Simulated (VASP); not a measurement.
SiPb2C13:

```
CELL_PARAMETERS angstrom
-4.17609 4.17609 0.00000
-4.17609 0.00000 4.17609
0.00000 4.17609 4.17609
ATOMIC_POSITIONS crystal
C 0.50105 0.00156 0.99774
C 0.00014 0.49163 0.00512
C 0.00437 0.99767 0.49805
C 0.49079 0.50555 0.00529
C 0.50051 0.00650 0.49297
C 0.50020 0.49862 0.49856
C 0.86995 0.88066 0.37238
C 0.37428 0.87396 0.37706
C 0.88005 0.87580 0.86795
C 0.37005 0.37076 0.38042
C 0.37427 0.87626 0.86960
C 0.87844 0.37775 0.87480
C 0.37866 0.37472 0.87401
Si 0.87246 0.38310 0.37150
Pb 0.99423 0.00356 0.00338
Pb 0.00075 0.49591 0.50075
```

* Program: VASP 6.6.1
* Task: relaxation of cell and atoms
* Functional: PBE
* Potentials or basis: VASP PAW PBE potentials, release 64 (C, Si, Pb_d)
* Cutoff: 600 eV
* k mesh: 3 × 3 × 3
* Occupations: gaussian, width 0.1 eV
* Spin: no spin polarisation

At the start: pressure 46.9 GPa; volume 9.10 Å³/atom.

**Question.** How do energy, volume and symmetry change on relaxing?

**Answer.** Over 70 steps the energy falls by 2040.2 meV/atom and the volume is 11.36 Å³/atom (+24.8 %); space group P1 (No. 1, to 0.1 Å) before, Cm (No. 8, to 0.1 Å).

Step by step:
```csv
step,energy change (eV),largest force (eV/Å),pressure (GPa),volume (Å³)
1,0.0000,29.4262,46.94,145.66
3,-12.9177,7.4267,-13.00,168.79
5,-14.0227,8.0753,1.24,155.70
7,-14.2272,7.6113,-3.87,158.82
9,-17.2325,2.8986,-10.99,158.94
11,-18.7826,2.8757,5.22,148.69
13,-19.8310,2.3458,10.94,148.10
15,-21.6918,3.9490,1.27,160.44
17,-21.8477,4.9753,0.43,163.29
19,-24.4169,3.0034,-6.08,176.91
21,-25.5447,2.0293,-3.96,180.16
23,-26.5513,2.3459,0.41,177.87
25,-27.4793,2.8889,0.81,176.77
27,-28.1290,3.1301,-0.05,176.78
29,-28.2660,3.3747,-0.06,176.72
31,-29.0909,2.6223,-0.33,176.69
33,-29.7144,2.0758,0.70,176.23
35,-30.1639,1.9191,0.17,176.73
37,-30.8092,2.6831,-1.14,177.64
39,-31.2659,2.2425,0.11,177.22
41,-31.8463,2.0480,0.77,177.09
43,-32.1453,1.1018,0.82,177.95
45,-32.3706,1.1180,0.80,179.99
47,-32.5040,0.8319,-0.50,182.06
49,-32.5629,0.7227,-0.61,182.32
51,-32.5894,0.3435,0.02,181.72
53,-32.6064,0.2573,0.55,181.40
55,-32.6197,0.2805,-0.24,182.11
57,-32.6304,0.2126,-0.48,182.34
59,-32.6360,0.1686,0.08,181.94
61,-32.6389,0.1172,0.03,181.84
63,-32.6406,0.1033,-0.01,181.82
65,-32.6418,0.0901,-0.02,181.79
67,-32.6426,0.0587,-0.01,181.75
69,-32.6432,0.0526,0.05,181.70
70,-32.6435,0.0365,0.02,181.74
```

Final structure:
```
C Si Pb
1.0
    -5.53265    5.53555    1.92587
    -5.52869    1.85705    5.75397
    -1.86051    5.53329    5.76053
C Si Pb
13 1 2
Direct
  0.48891 0.01653 0.01355
  0.99496 0.50353 0.96512
  0.99473 0.96763 0.50102
  0.56453 0.56963 0.03264
  0.56468 0.03327 0.56875
  0.47171 0.53275 0.52978
  0.83023 0.87001 0.58407
  0.33379 0.83592 0.34136
  0.81812 0.84468 0.84192
  0.49874 0.30530 0.30475
  0.40294 0.84584 0.84551
  0.82998 0.58581 0.86879
  0.33394 0.34412 0.83292
  0.86263 0.35259 0.34958
  0.89194 0.01737 0.01877
  0.10839 0.38901 0.39107
```

Caveat: the k points lie up to 0.47 Å⁻¹ apart in the final cell, too coarse for converged energies and pressures of a metal; the volume moved by over 15 % at a fixed basis, so the end points are rough.
